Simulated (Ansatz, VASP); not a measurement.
Two plane-wave programs on SnO

File INCAR:

```
PREC = Accurate
ENCUT = 600
EDIFF = 1E-6
ISMEAR = -1
SIGMA = 0.02
LREAL = False
LASPH = True
NELM = 120
ALGO = Normal
ISIF = 2
LWAVE = False
LCHARG = False
GGA = PE
NBANDS = 28
GGA_COMPAT = False
```

File KPOINTS:

```
Automatic mesh
0
Gamma
  6 6 6
```

The input POSCAR:

```
SnO
1.0
    3.9442915842      0.0000000000      0.0000000000
    0.0000000000      3.9442915842      0.0000000000
    0.0000000000      0.0000000000      4.9487227169
Sn O
2 2
Direct
    0.0000000000      0.5000000000      0.2232876545
    0.5000000000      0.0000000000      0.7767123455
    0.5000000000      0.5000000000      0.0000000000
    0.0000000000      0.0000000000      0.0000000000
```

Input for Ansatz:

```yaml
crystal:
  lattice:
    - [3.9442915842, 0.0, 0.0]
    - [0.0, 3.9442915842, 0.0]
    - [0.0, 0.0, 4.9487227169]
  atoms:
    - { symbol: Sn, position: [0.0, 0.5, 0.2232876545] }
    - { symbol: Sn, position: [0.5, 0.0, 0.7767123455] }
    - { symbol: O, position: [0.5, 0.5, 0.0] }
    - { symbol: O, position: [0.0, 0.0, 0.0] }
kpoints:
  mp_grid: { grid: [6, 6, 6] }
  band_path:
    path:
      - [0.0, 0.0, 0.0]
      - [0.0, 0.5, 0.0]
      - [0.5, 0.5, 0.0]
      - [0.0, 0.0, 0.5]
      - [0.0, 0.5, 0.5]
      - [0.5, 0.5, 0.5]
      - [-0.109375, -0.109375, 0.0]
    npoints: 1
hamiltonian:
  xc: pbe
scf:
  occupations: { method: fermi_dirac, width: 0.02 }
  n_extra_bands: 5
output:
  forces: true
  stress: true
  eigenvalues: true
  write_density: true
  write_potential: true
  elf: true
  volumetric_format: npy
```

Change from the starting cell: hydrostatic strain +4.0%.

Alike in both runs: task single point; functional PBE; k mesh 6 × 6 × 6; occupations fermi-dirac, width 0.02 eV; no spin polarisation.

|  | VASP | Ansatz |
| --- | --- | --- |
| version | VASP 6.6.1 | Ansatz 0.2.0 |
| potentials or method | VASP PAW PBE potentials, release 64 (Sn_d, O) | plane waves, PAW |
| plane-wave cutoff (eV) | 600 | 420 |
| valence electrons in the cell | 40 | 40 |

Ansatz gave:

```
gap on the k mesh at the Fermi level (eV)                     : 0.83
pressure (GPa)                                                : -0.4
traceless stress, the component that is largest in VASP (GPa) : 2.27
rms of the force components (eV/Å)                            : 0.172
```

Estimate VASP's values.

gap on the k mesh at the Fermi level (eV): 0.84; pressure (GPa): -0.3; traceless stress, the component that is largest in VASP (GPa): 2.26; rms of the force components (eV/Å): 0.202.

Atom by atom the forces differ by 0.030 eV/Å (rms over components).
